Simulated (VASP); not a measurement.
Input of a VASP 6.6.1 run:

Contents of INCAR:

```
  PREC = Accurate
  ENCUT = 600
  EDIFF = 1E-6
  ISMEAR = -1
  SIGMA = 0.1
  LREAL = F
  LASPH = T
  NELM = 80
  ALGO = Normal
  ISIF = 3
  LWAVE = F
  LCHARG = F
  GGA = PS
  IBRION = 2
  NSW = 80
  EDIFFG = -0.02
  PSTRESS = 200.0
```

File KPOINTS:

```
Automatic mesh
0
Gamma
  9 9 5
```

POSCAR

```
Ag
1.0
    2.9300000000      0.0000000000      0.0000000000
   -1.4650000000      2.5374540000      0.0000000000
    0.0000000000      0.0000000000      4.7900000000
Ag
2
Direct
    0.3333333333      0.6666666667      0.2500000000
    0.6666666667      0.3333333333      0.7500000000
```

Potentials or basis: VASP PAW PBE potentials, release 64 (Ag).

The run is started by

```sh
$ cat potpaw_PBE.64/Ag/POTCAR > POTCAR
$ mpirun -np 1 vasp_std > vasp.out
```

Question: What does it give for the band gap on the k mesh?

Answer: Zero (band 11 reaches 14.84 eV, above the bottom of band 12 at 7.01 eV).

Question: Predict the relaxed cell.

Answer: a = 2.742 Å, b = 2.742 Å, c = 4.530 Å, α = 90.00°, β = 90.00°, γ = 120.00°.

Question: What does it give for the relaxed volume?

Answer: 14.75 Å³/atom.

Stress tensor (GPa, compression positive):
```
20.14  0.00  0.00
 0.00 20.14  0.00
 0.00  0.00 20.04
```

Caveat: the cell is relaxed towards a set pressure, so the enthalpy falls and the energy may rise; the volume moved by over 15 % at a fixed basis, so the end points are rough; the PAW data sets were made with another functional, which shifts forces and pressure a little.
